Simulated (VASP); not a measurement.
# C in VASP: single point with PBE

Aim: the single point of C with PBE.

The COD entry that gives the cell may itself be a prediction, so a difference from it is no test against experiment.

Everything below comes from runs of VASP 6.6.1. Logs are shortened: lines on timing, memory, paths and dates and some standing lists are left out, and cuts for length are marked.

## (1) The cell of the first run

The cell holds a slab with vacuum, 18 atoms: a = 2.522 Å, b = 2.522 Å, c = 34.989 Å, α = 90.00°, β = 90.00°, γ = 120.00°.

## (2) Single point, PBE

File INCAR:

```
SYSTEM = C
PREC = Accurate
ENCUT = 520
EDIFF = 1E-7
ISMEAR = 0
SIGMA = 0.1
LREAL = Auto
LASPH = .TRUE.
NELM = 100
ALGO = Normal
ISIF = 2
LWAVE = .FALSE.
LCHARG = .TRUE.
LDIPOL = .TRUE.
IDIPOL = 3
DIPOL = 0.5 0.5 0.505
GGA = PE
LELF = .TRUE.
LVHAR = .TRUE.
LVACPOTAV = .TRUE.
NBANDS = 51
```

File KPOINTS:

```
regular mesh
0
G
  12 12 1
  0 0 0
```

File POSCAR:

```
C
1.0
    2.5220988421      0.0000000000      0.0000000000
   -1.2610494211      2.1842016681      0.0000000000
    0.0000000000      0.0000000000     34.9890188224
C
18
Direct
    0.3333333333      0.6666666667      0.2572235605
    0.0000000000      0.0000000000      0.2719372805
    0.0000000000      0.0000000000      0.3160784604
    0.6666666667      0.3333333333      0.3307921804
    0.6666666667      0.3333333333      0.3749333503
    0.0000000000      0.0000000000      0.3896470702
    0.0000000000      0.0000000000      0.4337882401
    0.3333333333      0.6666666667      0.4485019701
    0.3333333333      0.6666666667      0.4934169745
    0.0000000000      0.0000000000      0.5082325038
    0.0000000000      0.0000000000      0.5524421057
    0.6666666667      0.3333333333      0.5671746968
    0.6666666667      0.3333333333      0.6125431402
    0.0000000000      0.0000000000      0.6265668099
    0.0000000000      0.0000000000      0.6746232045
    0.3333333333      0.6666666667      0.6824278143
    0.3333333333      0.6666666667      0.7791663743
    0.0000000000      0.0000000000      0.7792498265
```

Potentials or basis: VASP PAW PBE potentials, release 64 (C).

On the command line:

```console
$ cat potpaw_PBE.64/C/POTCAR > POTCAR
$ mpirun -np 1 vasp_std > vasp.out
```

OUTCAR:

```text
SYSTEM = C
   PREC = Accurate
   ENCUT = 520
   EDIFF = 1E-7
   ISMEAR = 0
   LREAL = Auto
   LASPH = .TRUE.
   NELM = 100
   ISIF = 2
   GGA = PE

 ion  position               nearest neighbor table
   1  0.333  0.667  0.257-   2 1.54   2 1.54   2 1.54
   2  0.000  0.000  0.272-   3 1.54   1 1.54   1 1.54   1 1.54
   3  0.000  0.000  0.316-   2 1.54   4 1.54   4 1.54   4 1.54
   4  0.667  0.333  0.331-   5 1.54   3 1.54   3 1.54   3 1.54
   5  0.667  0.333  0.375-   4 1.54   6 1.54   6 1.54   6 1.54
   6  0.000  0.000  0.390-   7 1.54   5 1.54   5 1.54   5 1.54
   7  0.000  0.000  0.434-   6 1.54   8 1.54   8 1.54   8 1.54
   8  0.333  0.667  0.449-   7 1.54   7 1.54   7 1.54   9 1.57
   9  0.333  0.667  0.493-  10 1.55  10 1.55  10 1.55   8 1.57
  10  0.000  0.000  0.508-   9 1.55   9 1.55   9 1.55  11 1.55
  11  0.000  0.000  0.552-  12 1.54  12 1.54  12 1.54  10 1.55
  12  0.667  0.333  0.567-  11 1.54  11 1.54  11 1.54  13 1.59
  13  0.667  0.333  0.613-  14 1.54  14 1.54  14 1.54  12 1.59
  14  0.000  0.000  0.627-  13 1.54  13 1.54  13 1.54  15 1.68
  15  0.000  0.000  0.675-  16 1.48  16 1.48  16 1.48  14 1.68
  16  0.333  0.667  0.682-  15 1.48  15 1.48  15 1.48
  17  0.333  0.667  0.779-  18 1.46  18 1.46  18 1.46
  18  0.000  0.000  0.779-  17 1.46  17 1.46  17 1.46

  LATTYP: Found a hexagonal cell.
 ALAT       =     2.5220988421
 C/A-ratio  =    13.8729768391

  Lattice vectors:

 A1 = (   2.5220988421,   0.0000000000,   0.0000000000)
 A2 = (  -1.2610494211,   2.1842016681,   0.0000000000)
 A3 = (   0.0000000000,   0.0000000000,  34.9890188224)

Analysis of symmetry for initial positions (statically):
=====================================================================
 Subroutine PRICEL returns:
 Original cell was already a primitive cell.

 Routine SETGRP: Setting up the symmetry group for a
 hexagonal supercell.

 Subroutine GETGRP returns: Found  6 space group operations
 (whereof  6 operations were pure point group operations)
 out of a pool of 24 trial point group operations.

The static configuration has the point symmetry C_3v.

Analysis of symmetry for dynamics (positions and initial velocities):
=====================================================================
 Subroutine PRICEL returns:
 Original cell was already a primitive cell.

 Routine SETGRP: Setting up the symmetry group for a
 hexagonal supercell.

 Subroutine GETGRP returns: Found  6 space group operations
 (whereof  6 operations were pure point group operations)
 out of a pool of 24 trial point group operations.

The dynamic configuration has the point symmetry C_3v.

 Subroutine INISYM returns: Found  6 space group operations
 (whereof  6 operations are pure point group operations),
 and found     1 'primitive' translations

----------------------------------------------------------------------------------------

                                     Primitive cell

  volume of cell :     192.7465

  direct lattice vectors                    reciprocal lattice vectors
     2.522098842  0.000000000  0.000000000     0.396495166  0.228916591  0.000000000
    -1.261049421  2.184201668  0.000000000     0.000000000  0.457833182  0.000000000
     0.000000000  0.000000000 34.989018822     0.000000000  0.000000000  0.028580396

  length of vectors
     2.522098842  2.522098842 34.989018822     0.457833182  0.457833182  0.028580396

  position of ions in fractional coordinates (direct lattice)
     0.333333333  0.666666667  0.257223561
     0.000000000  0.000000000  0.271937280
     0.000000000  0.000000000  0.316078460
     0.666666667  0.333333333  0.330792180
     0.666666667  0.333333333  0.374933350
     0.000000000  0.000000000  0.389647070
[... 10 lines left out ...]
     0.333333333  0.666666667  0.779166374
     0.000000000  0.000000000  0.779249826

  ion indices of the primitive-cell ions
   primitive index   ion index
                 1           1
                 2           2
                 3           3
                 4           4
                 5           5
                 6           6
[... 10 lines left out ...]
                17          17
                18          18

----------------------------------------------------------------------------------------

 KPOINTS: regular mesh

Automatic generation of k-mesh.
 Grid dimensions read from file:
 generate k-points for:   12   12    1

 Generating k-lattice:

  Cartesian coordinates                     Fractional coordinates (reciprocal lattice)
     0.033041264  0.019076383  0.000000000     0.083333333 -0.000000000  0.000000000
     0.000000000  0.038152765  0.000000000     0.000000000  0.083333333  0.000000000
     0.000000000  0.000000000  0.028580396     0.000000000  0.000000000  1.000000000

  Length of vectors
     0.038152765  0.038152765  0.028580396

  Shift w.r.t. Gamma in fractional coordinates (k-lattice)
     0.000000000  0.000000000  0.000000000

 Subroutine IBZKPT returns following result:
 ===========================================

 Found     19 irreducible k-points:

 Following reciprocal coordinates:
            Coordinates               Weight
  0.000000  0.000000  0.000000      1.000000
  0.083333  0.000000  0.000000      6.000000
  0.166667  0.000000  0.000000      6.000000
  0.250000  0.000000  0.000000      6.000000
  0.333333  0.000000  0.000000      6.000000
  0.416667  0.000000  0.000000      6.000000
[... 11 lines left out ...]
  0.333333  0.250000  0.000000     12.000000
  0.333333  0.333333  0.000000      2.000000
   k-points           NKPTS =     19   k-points in BZ     NKDIM =     19   number of bands    NBANDS=     51
   number of dos      NEDOS =    301   number of ions     NIONS =     18
   total plane-waves  NPLWV = 108000
   dimension x,y,z NGX =    20 NGY =   20 NGZ =  270
   dimension x,y,z NGXF=    40 NGYF=   40 NGZF=  540
   ions per type =              18
   NGX,Y,Z   is equivalent  to a cutoff of  13.18, 13.18, 12.83 a.u.
   NGXF,Y,Z  is equivalent  to a cutoff of  26.37, 26.37, 25.66 a.u.
 SYSTEM =  C
   PREC   = accura    normal or accurate (medium, high low for compatibility)
   ISTART =      0    job   : 0-new  1-cont  2-samecut
   ICHARG =      2    charge: 1-file 2-atom 10-const
   ISPIN  =      1    spin polarized calculation?
   LNONCOLLINEAR =      F non collinear calculations
   LSORBIT =      F    spin-orbit coupling
   LASPH  =      T    aspherical Exc in radial PAW
   ENCUT  =  520.0 eV  38.22 Ry    6.18 a.u.   4.69  4.69 65.06*2*pi/ulx,y,z
   NELM   =    100;   NELMIN=  2; NELMDL= -5     # of ELM steps
   EDIFF  = 0.1E-06   stopping-criterion for ELM
   LREAL  =      T    real-space projection
   EDIFFG = 0.1E-05   stopping-criterion for IOM
   NSW    =      0    number of steps for IOM
   IBRION =     -1    ionic relax: 0-MD 1-quasi-New 2-CG
   NFREE  =      0    steps in history (QN), initial steepest desc. (CG)
   ISIF   =      2    stress and relaxation
   ISYM   =      2    0-nonsym 1-usesym 2-fastsym
   POTIM  = 0.5000    time-step for ionic-motion
   TEBEG  =    0.0;   TEEND  =   0.0 temperature during run
   PSTRESS=    0.0 pullay stress
   NELECT =      72.0000    total number of electrons
   NUPDOWN=      -1.0000    fix difference up-down
   EMIN   =  10.00;   EMAX   =-10.00  energy-range for DOS
   EFERMI =   0.00;   METHOD = LEGACY
   ISMEAR =     0;   SIGMA  =   0.10  broadening in eV -4-tet -1-fermi 0-gaus
   EFERMI_NEDOS =   21; number of points for ismear=-14 and -15
   IALGO  =     38    algorithm
   IMIX   =      4    mixing-type and parameters
     AMIX     =   0.40;   BMIX     =  1.00
     AMIX_MAG =   1.60;   BMIX_MAG =  1.00
  volume/ion in A,a.u.               =      10.71        72.26
  Fermi-wavevector in a.u.,A,eV,Ry     =   1.179026  2.228036 18.913497  1.390103
  Thomas-Fermi vector in A             =   2.315345
   LORBIT       =      0    0 simple, 1 ext, 2 COOP (PROOUT), +10 PAW based schemes
   GGA     = PE    functional components
   LHFCALC =     F    Hartree Fock is set to
   AEXX    =    0.0000 exact exchange contribution
   IVDW    =     0    specifies the selected vdW correction
   LEPSILON=     F    determine dielectric tensor
   LRPA    =     F    only Hartree local field effects (RPA)
 non-spin polarized calculation
 Gauss-broadening in eV      SIGMA  =   0.10
  energy-cutoff  :      520.00
  volume of cell :      192.75
 maximum number of plane-waves:      5231
 NGX is ok and might be reduce to    20
   NGX =  9   NGY =  9   NGZ =131

 dipolmoment           0.000000      0.000000      0.020046 electrons x Angstroem

 number of electron      72.0000001 magnetization

 dipolmoment           0.000000      0.000000     -0.036806 electrons x Angstroem

 Free energy of the ion-electron system (eV)
  ---------------------------------------------------
  ext. energy  EPLUGINS =         0.00000000
  ---------------------------------------------------
  free energy    TOTEN  =      -159.32611256 eV

  energy without entropy =     -159.27932183  energy(sigma->0) =     -159.30271720

 E-fermi :   3.3319     XC(G=0):  -7.7323

 val. band max:        3.3262655059   @ k =   0.3333   0.0000   0.0000
 cond. band min:       3.3430833822   @ k =   0.3333   0.3333   0.0000
 fundamental gap:      0.0168178764
 Fermi energy:         3.3319441996

 k-point     1 :       0.0000    0.0000    0.0000
  band No.  band energies     occupation
      1     -19.5532      2.00000
      2     -19.0991      2.00000
      3     -18.4801      2.00000
      4     -17.7426      2.00000
      5     -16.8200      2.00000
      6     -15.8231      2.00000
[... 40 lines left out ...]
     47       8.6991      0.00000
     48       9.0117      0.00000

 k-point     2 :       0.0833    0.0000    0.0000
  band No.  band energies     occupation
      1     -19.3827      2.00000
      2     -18.9292      2.00000
      3     -18.3112      2.00000
      4     -17.5748      2.00000
      5     -16.6546      2.00000
      6     -15.6608      2.00000
[... 859 lines left out ...]
 k-point    19 :       0.3333    0.3333    0.0000
  band No.  band energies     occupation
      1     -12.5853      2.00000
      2     -12.1949      2.00000
      3     -12.1570      2.00000
      4     -12.1162      2.00000
      5     -11.8897      2.00000
      6     -11.6141      2.00000
[... 40 lines left out ...]
     47      12.1547      0.00000
     48      12.7478      0.00000
 [bands above 48 left out]

------------------------ aborting loop because EDIFF is reached ----------------------------------------

  FORCE on cell =-STRESS in cart. coord.  units (eV):
  Direction    XX          YY          ZZ          XY          YZ          ZX
  --------------------------------------------------------------------------------------
  -------------------------------------------------------------------------------------
  Total       -3.2295367     -3.2295367      0.7333938      0.0000000      0.0000000      0.0000000
  in kB      -26.8450494    -26.8450494      6.0962281      0.0000000      0.0000000      0.0000000
  external PRESSURE =     -15.8646236 kB  Pullay stress =       0.0000000 kB

 VOLUME and BASIS-vectors are now :
 -----------------------------------------------------------------------------
  energy-cutoff  :      520.00
  volume of cell :      192.75
      direct lattice vectors                 reciprocal lattice vectors
     2.522098842  0.000000000  0.000000000     0.396495166  0.228916591  0.000000000
    -1.261049421  2.184201668  0.000000000     0.000000000  0.457833182  0.000000000
     0.000000000  0.000000000 34.989018822     0.000000000  0.000000000  0.028580396

 POSITION                                       TOTAL-FORCE (eV/Angst)
 -----------------------------------------------------------------------------------
     -0.00000      1.45613      9.00000         0.000000     -0.000000      3.936032
      0.00000      0.00000      9.51482         0.000000     -0.000000     -4.552670
      0.00000      0.00000     11.05928         0.000000     -0.000000      0.467076
      1.26105      0.72807     11.57409         0.000000      0.000000     -0.645040
      1.26105      0.72807     13.11855        -0.000000      0.000000      0.447627
      0.00000      0.00000     13.63337         0.000000     -0.000000      0.256642
[... 10 lines left out ...]
     -0.00000      1.45613     27.26227        -0.000000     -0.000000     -0.005970
      0.00000      0.00000     27.26519        -0.000000     -0.000000      0.003047
 -----------------------------------------------------------------------------------
    total drift:                                0.000001     -0.000001     -0.028441

  FREE ENERGIE OF THE ION-ELECTRON SYSTEM (eV)
  ---------------------------------------------------
  free  energy   TOTEN  =      -159.3261125626 eV

  energy  without entropy=     -159.2793218282  energy(sigma->0) =     -159.30271720

 vacuum level on the upper side and lower side of the slab         7.767         8.976
```

Run time: 8.7 min. Hardware: 1 thread of Intel Xeon 6975P-C (Granite Rapids), shared host; peak memory 0.36 GiB.

What came out:

```
Free energy            : -159.3261 eV
Largest force          : 4.553 eV/Å
Band gap on the k mesh : zero (band 36 reaches 3.47 eV, above the bottom of band 37 at 3.23 eV)
```

Forces on the atoms (eV/Å):
```
C    0.000  0.000  3.936
C    0.000  0.000 -4.553
C    0.000  0.000  0.467
C    0.000  0.000 -0.645
C    0.000  0.000  0.448
C    0.000  0.000  0.257
C    0.000  0.000 -0.078
C    0.000  0.000  0.155
C    0.000  0.000 -0.011
C    0.000  0.000 -0.005
C    0.000  0.000  0.005
C    0.000  0.000 -0.002
C    0.000  0.000  0.001
C    0.000  0.000 -0.013
C    0.000  0.000  0.024
C    0.000  0.000  0.018
C    0.000  0.000 -0.006
C    0.000  0.000  0.003
```
